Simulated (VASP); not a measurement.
# TiC (C2/m) in VASP: single point with PBE

Aim: the single point of TiC with PBE.

Program: VASP 6.6.1. These are calculated values, not measurements. Logs are shortened: lines on timing, memory, paths and dates and some standing lists are left out, and cuts for length are marked.

## Step 1: The cell of the first run

The typed cell holds 4 atoms: a = 3.064 Å, b = 3.064 Å, c = 4.333 Å, α = 90.01°, β = 90.00°, γ = 90.00°.

## Step 2: Single point, PBE

File INCAR:

```
SYSTEM = TiC
PREC = Accurate
ENCUT = 520
EDIFF = 1E-6
ISMEAR = 0
SIGMA = 0.15
LREAL = .FALSE.
LASPH = .TRUE.
NELM = 100
ALGO = Normal
ISIF = 2
LWAVE = .FALSE.
LCHARG = .FALSE.
GGA = PE
NBANDS = 24
```

File KPOINTS:

```
regular mesh
0
G
  12 12 8
  0 0 0
```

File POSCAR:

```
TiC
1.0
    0.0000728462     -2.1664464546     -2.1664201817
   -0.0001373656      2.1669074191     -2.1668839020
    4.3329756735     -0.0002146321      0.0000667820
Ti C
2 2
Direct
    0.4999891768      0.5000097734      0.4999920630
    1.0000042265      0.9999931573      0.0000060645
    0.5000123955      0.4999998362     -0.0000025832
   -0.0000057988     -0.0000027669      0.5000044556
```

Potentials or basis: VASP PAW PBE potentials, release 64 (Ti_sv, C).

Run with:

```console
$ cat potpaw_PBE.64/Ti_sv/POTCAR potpaw_PBE.64/C/POTCAR > POTCAR
$ mpirun -np 1 vasp_std > vasp.out
```

OUTCAR:

```text
SYSTEM = TiC
   PREC = Accurate
   ENCUT = 520
   EDIFF = 1E-6
   ISMEAR = 0
   LREAL = .FALSE.
   LASPH = .TRUE.
   NELM = 100
   ISIF = 2
   GGA = PE

 ion  position               nearest neighbor table
   1  0.500  0.500  0.500-   3 2.17   3 2.17   4 2.17   4 2.17   4 2.17   4 2.17
   2  0.000  1.000  0.000-   4 2.17   4 2.17   3 2.17   3 2.17   3 2.17   3 2.17
   3  0.500  0.500  1.000-   1 2.17   1 2.17   2 2.17   2 2.17   2 2.17   2 2.17
   4  1.000  1.000  0.500-   2 2.17   2 2.17   1 2.17   1 2.17   1 2.17   1 2.17

  LATTYP: Found a triclinic cell.
 ALAT       =     4.3329756793
 B/A-ratio  =     0.7072398881
 C/A-ratio  =     0.7070889865
 COS(alpha) =     0.0000114911
 COS(beta)  =     0.0000479047
 COS(gamma) =     0.0000907501

  Lattice vectors:

 A1 = (   4.3329756735,  -0.0002146321,   0.0000667820)
 A2 = (   0.0001373656,  -2.1669074191,   2.1668839020)
 A3 = (   0.0000728462,  -2.1664464546,  -2.1664201817)

Analysis of symmetry for initial positions (statically):
=====================================================================
 Subroutine PRICEL returns:
 Original cell was already a primitive cell.

 Routine SETGRP: Setting up the symmetry group for a
 triclinic supercell.

 Subroutine GETGRP returns: Found  1 space group operations
 (whereof  1 operations were pure point group operations)
 out of a pool of  2 trial point group operations.

The static configuration has the point symmetry C_1 .

Analysis of symmetry for dynamics (positions and initial velocities):
=====================================================================
 Subroutine PRICEL returns:
 Original cell was already a primitive cell.

 Routine SETGRP: Setting up the symmetry group for a
 triclinic supercell.

 Subroutine GETGRP returns: Found  1 space group operations
 (whereof  1 operations were pure point group operations)
 out of a pool of  2 trial point group operations.

The dynamic configuration has the point symmetry C_1 .

 Subroutine INISYM returns: Found  1 space group operations
 (whereof  1 operations are pure point group operations),
 and found     1 'primitive' translations

----------------------------------------------------------------------------------------

                                     Primitive cell

  volume of cell :      40.6817

  direct lattice vectors                    reciprocal lattice vectors
     0.000072846 -2.166446455 -2.166420182    -0.000007875 -0.230792835 -0.230795339
    -0.000137366  2.166907419 -2.166883902     0.000014986  0.230743445 -0.230746243
     4.332975674 -0.000214632  0.000066782     0.230788280  0.000011195 -0.000003435

  length of vectors
     3.063799381  3.064453235  4.332975679     0.326392128  0.326322488  0.230788280

  position of ions in fractional coordinates (direct lattice)
     0.499989177  0.500009773  0.499992063
     0.000004227  0.999993157  0.000006064
     0.500012396  0.499999836  0.999997417
     0.999994201  0.999997233  0.500004456

  ion indices of the primitive-cell ions
   primitive index   ion index
                 1           1
                 2           2
                 3           3
                 4           4

----------------------------------------------------------------------------------------

 KPOINTS: regular mesh

Automatic generation of k-mesh.
 Grid dimensions read from file:
 generate k-points for:   12   12    8

 Generating k-lattice:

  Cartesian coordinates                     Fractional coordinates (reciprocal lattice)
    -0.000000656 -0.019232736 -0.019232945     0.083333333  0.000000000  0.000000000
     0.000001249  0.019228620 -0.019228854     0.000000000  0.083333333  0.000000000
     0.028848535  0.000001399 -0.000000429     0.000000000  0.000000000  0.125000000

  Length of vectors
     0.027199344  0.027193541  0.028848535

  Shift w.r.t. Gamma in fractional coordinates (k-lattice)
     0.000000000  0.000000000  0.000000000

 -----------------------------------------------------------------------------
|                                                                             |
|           W    W    AA    RRRRR   N    N  II  N    N   GGGG   !!!           |
|           W    W   A  A   R    R  NN   N  II  NN   N  G    G  !!!           |
|           W    W  A    A  R    R  N N  N  II  N N  N  G       !!!           |
|           W WW W  AAAAAA  RRRRR   N  N N  II  N  N N  G  GGG   !            |
|           WW  WW  A    A  R   R   N   NN  II  N   NN  G    G                |
|           W    W  A    A  R    R  N    N  II  N    N   GGGG   !!!           |
|                                                                             |
|     Your reciprocal lattice and k-lattice belong to different lattice       |
|     classes:                                                                |
|                                                                             |
|        The reciprocal lattice is simple monoclinic,                         |
|        whereas your k-lattice is triclinic.                                 |
|                                                                             |
|     Results are often still useful ...                                      |
|                                                                             |
 -----------------------------------------------------------------------------

 Subroutine IBZKPT returns following result:
 ===========================================

 Found    580 irreducible k-points:

 Following reciprocal coordinates:
            Coordinates               Weight
  0.000000  0.000000  0.000000      1.000000
  0.083333  0.000000  0.000000      2.000000
  0.166667 -0.000000  0.000000      2.000000
  0.250000  0.000000  0.000000      2.000000
  0.333333 -0.000000  0.000000      2.000000
  0.416667  0.000000  0.000000      2.000000
[... 16 lines left out ...]
  0.166667  0.166667  0.000000      2.000000
  0.166667 -0.166667  0.000000      2.000000
 [... further k-points ...]
   k-points           NKPTS =    580   k-points in BZ     NKDIM =    580   number of bands    NBANDS=     24
   number of dos      NEDOS =    301   number of ions     NIONS =      4
   total plane-waves  NPLWV =  18432
   dimension x,y,z NGX =    24 NGY =   24 NGZ =   32
   dimension x,y,z NGXF=    48 NGYF=   48 NGZF=   64
   ions per type =               2   2
   NGX,Y,Z   is equivalent  to a cutoff of  13.02, 13.02, 12.28 a.u.
   NGXF,Y,Z  is equivalent  to a cutoff of  26.05, 26.04, 24.56 a.u.
 SYSTEM =  TiC
   PREC   = accura    normal or accurate (medium, high low for compatibility)
   ISTART =      0    job   : 0-new  1-cont  2-samecut
   ICHARG =      2    charge: 1-file 2-atom 10-const
   ISPIN  =      1    spin polarized calculation?
   LNONCOLLINEAR =      F non collinear calculations
   LSORBIT =      F    spin-orbit coupling
   LASPH  =      T    aspherical Exc in radial PAW
   ENCUT  =  520.0 eV  38.22 Ry    6.18 a.u.   5.70  5.70  8.06*2*pi/ulx,y,z
   NELM   =    100;   NELMIN=  2; NELMDL= -5     # of ELM steps
   EDIFF  = 0.1E-05   stopping-criterion for ELM
   LREAL  =      F    real-space projection
   EDIFFG = 0.1E-04   stopping-criterion for IOM
   NSW    =      0    number of steps for IOM
   IBRION =     -1    ionic relax: 0-MD 1-quasi-New 2-CG
   NFREE  =      0    steps in history (QN), initial steepest desc. (CG)
   ISIF   =      2    stress and relaxation
   ISYM   =      2    0-nonsym 1-usesym 2-fastsym
   POTIM  = 0.5000    time-step for ionic-motion
   TEBEG  =    0.0;   TEEND  =   0.0 temperature during run
   PSTRESS=    0.0 pullay stress
   NELECT =      32.0000    total number of electrons
   NUPDOWN=      -1.0000    fix difference up-down
   EMIN   =  10.00;   EMAX   =-10.00  energy-range for DOS
   EFERMI =   0.00;   METHOD = LEGACY
   ISMEAR =     0;   SIGMA  =   0.15  broadening in eV -4-tet -1-fermi 0-gaus
   EFERMI_NEDOS =   21; number of points for ismear=-14 and -15
   IALGO  =     38    algorithm
   IMIX   =      4    mixing-type and parameters
     AMIX     =   0.40;   BMIX     =  1.00
     AMIX_MAG =   1.60;   BMIX_MAG =  1.00
  volume/ion in A,a.u.               =      10.17        68.63
  Fermi-wavevector in a.u.,A,eV,Ry     =   1.511211  2.855774 31.072403  2.283757
  Thomas-Fermi vector in A             =   2.621298
   LORBIT       =      0    0 simple, 1 ext, 2 COOP (PROOUT), +10 PAW based schemes
   GGA     = PE    functional components
   LHFCALC =     F    Hartree Fock is set to
   AEXX    =    0.0000 exact exchange contribution
   IVDW    =     0    specifies the selected vdW correction
   LEPSILON=     F    determine dielectric tensor
   LRPA    =     F    only Hartree local field effects (RPA)
 non-spin polarized calculation
 Gauss-broadening in eV      SIGMA  =   0.15
  energy-cutoff  :      520.00
  volume of cell :       40.68
 maximum number of plane-waves:      1136
 NGX is ok and might be reduce to    24
   NGX = 11   NGY = 11   NGZ = 17

 number of electron      32.0000017 magnetization

 Free energy of the ion-electron system (eV)
  ---------------------------------------------------
  ext. energy  EPLUGINS =         0.00000000
  ---------------------------------------------------
  free energy    TOTEN  =       -37.42278041 eV

  energy without entropy =      -37.41700285  energy(sigma->0) =      -37.41989163

 E-fermi :   9.4191     XC(G=0): -12.6914

 val. band max:        9.4089248862   @ k =   0.0833   0.0000   0.1250
 cond. band min:       9.4881200066   @ k =   0.0833   0.0000   0.1250
 fundamental gap:      0.0791951204
 Fermi energy:         9.4190646582

 k-point     1 :       0.0000    0.0000    0.0000
  band No.  band energies     occupation
      1     -47.1945      2.00000
      2     -47.0982      2.00000
      3     -23.6511      2.00000
      4     -23.3869      2.00000
      5     -23.3866      2.00000
      6     -23.2197      2.00000
[... 16 lines left out ...]
     23      12.0991      0.00000
     24      12.9067      0.00000

 k-point     2 :       0.0833    0.0000    0.0000
  band No.  band energies     occupation
      1     -47.1913      2.00000
      2     -47.0982      2.00000
      3     -23.6422      2.00000
      4     -23.4017      2.00000
      5     -23.3818      2.00000
      6     -23.2407      2.00000
[... 16 lines left out ...]
     23      12.5824      0.00000
     24      12.8640      0.00000

 k-point     3 :       0.1667   -0.0000    0.0000
  band No.  band energies     occupation
      1     -47.1821      2.00000
      2     -47.0986      2.00000
      3     -23.6163      2.00000
      4     -23.4421      2.00000
      5     -23.3671      2.00000
      6     -23.2989      2.00000
[... 16 lines left out ...]
     23      13.0610      0.00000
     24      13.6193      0.00000

 k-point     4 :       0.2500    0.0000    0.0000
  band No.  band energies     occupation
      1     -47.1685      2.00000
      2     -47.1002      2.00000
      3     -23.5760      2.00000
      4     -23.4950      2.00000
      5     -23.3793      2.00000
      6     -23.3451      2.00000
[... 16 lines left out ...]
     23      13.2119      0.00000
     24      14.8392      0.00000

 k-point     5 :       0.3333   -0.0000    0.0000
  band No.  band energies     occupation
      1     -47.1525      2.00000
      2     -47.1041      2.00000
      3     -23.5436      2.00000
      4     -23.5253      2.00000
      5     -23.4627      2.00000
      6     -23.3190      2.00000
[... 451 lines left out ...]
 k-point    22 :       0.0833   -0.1667    0.0000
  band No.  band energies     occupation
      1     -47.1791      2.00000
      2     -47.0984      2.00000
      3     -23.6083      2.00000
      4     -23.4414      2.00000
      5     -23.3779      2.00000
      6     -23.3049      2.00000
[... 16 lines left out ...]
     23      13.0041      0.00000
     24      13.6392      0.00000

 k-point    23 :       0.1667    0.1667    0.0000
  band No.  band energies     occupation
      1     -47.1706      2.00000
      2     -47.0982      2.00000
      3     -23.5852      2.00000
      4     -23.4536      2.00000
      5     -23.3924      2.00000
      6     -23.3361      2.00000
[... 16 lines left out ...]
     23      12.9093      0.00000
     24      13.8663      0.00000

 k-point    24 :       0.1667   -0.1667    0.0000
  band No.  band energies     occupation
      1     -47.1706      2.00000
      2     -47.0982      2.00000
      3     -23.5852      2.00000
      4     -23.4536      2.00000
      5     -23.3924      2.00000
      6     -23.3361      2.00000
[... 16 lines left out ...]
     23      12.9094      0.00000
     24      13.8664      0.00000

 [... further k-points ...]

------------------------ aborting loop because EDIFF is reached ----------------------------------------

  FORCE on cell =-STRESS in cart. coord.  units (eV):
  Direction    XX          YY          ZZ          XY          YZ          ZX
  --------------------------------------------------------------------------------------
  -------------------------------------------------------------------------------------
  Total        0.0249532      0.0358730      0.0373246      0.0043090      0.0092247     -0.0013448
  in kB        0.9827366      1.4127918      1.4699630      0.1697016      0.3632966     -0.0529613
  external PRESSURE =       1.2884971 kB  Pullay stress =       0.0000000 kB

 VOLUME and BASIS-vectors are now :
 -----------------------------------------------------------------------------
  energy-cutoff  :      520.00
  volume of cell :       40.68
      direct lattice vectors                 reciprocal lattice vectors
     0.000072846 -2.166446455 -2.166420182    -0.000007875 -0.230792835 -0.230795339
    -0.000137366  2.166907419 -2.166883902     0.000014986  0.230743445 -0.230746243
     4.332975674 -0.000214632  0.000066782     0.230788280  0.000011195 -0.000003435

 POSITION                                       TOTAL-FORCE (eV/Angst)
 -----------------------------------------------------------------------------------
      2.16642      0.00017     -2.16662         0.000751     -0.000668     -0.000020
     -0.00011      2.16688     -2.16688        -0.000597      0.000282     -0.000129
      4.33293     -0.00001     -2.16661         0.000159      0.000342      0.000337
      2.16644      0.00036     -4.33325        -0.000313      0.000043     -0.000188
 -----------------------------------------------------------------------------------
    total drift:                                0.000000      0.000002     -0.000001

  FREE ENERGIE OF THE ION-ELECTRON SYSTEM (eV)
  ---------------------------------------------------
  free  energy   TOTEN  =       -37.4227804083 eV

  energy  without entropy=      -37.4170028485  energy(sigma->0) =      -37.41989163
```

Run time: 14 min. Hardware: 1 thread of Intel Xeon 8259CL, shared host; peak memory 0.55 GiB.

Results:

* Free energy: -37.4228 eV
* Pressure: 0.1 GPa
* Band gap on the k mesh: zero (bands 16 and 17 overlap by 1.10 eV)

Levels at points of the mesh, in eV from the Fermi level:
| k point | band 13 | band 14 | band 15 | band 16 | band 17 | band 18 | band 19 | band 20 |
| --- | --- | --- | --- | --- | --- | --- | --- | --- |
| (0.00, 0.00, 0.00) | -0.06 | -0.06 | 0.67 | 0.67 | 0.67 | 1.65 | 1.66 | 1.66 |
| (0.50, 0.00, 0.00) | -2.72 | -2.72 | -2.58 | -2.58 | 2.13 | 2.13 | 3.12 | 3.12 |
| (0.00, 0.50, 0.00) | -2.72 | -2.72 | -2.58 | -2.58 | 2.13 | 2.13 | 3.12 | 3.12 |
| (0.50, 0.50, 0.00) | -1.63 | -1.63 | -0.06 | -0.06 | -0.06 | -0.06 | 2.68 | 2.68 |
| (0.00, 0.00, 0.50) | -0.61 | -0.61 | -0.43 | -0.43 | -0.42 | -0.42 | 2.16 | 2.16 |
| (0.50, 0.00, 0.50) | -2.91 | -2.91 | -2.91 | -2.91 | 2.89 | 2.89 | 2.89 | 2.89 |
| (0.00, 0.50, 0.50) | -2.91 | -2.91 | -2.91 | -2.91 | 2.89 | 2.89 | 2.89 | 2.89 |
| (0.50, 0.50, 0.50) | -3.16 | -3.16 | -2.72 | -2.72 | 2.77 | 2.77 | 2.77 | 2.77 |

The gap in the log of VASP goes by the Fermi energy; the results here count the filled bands.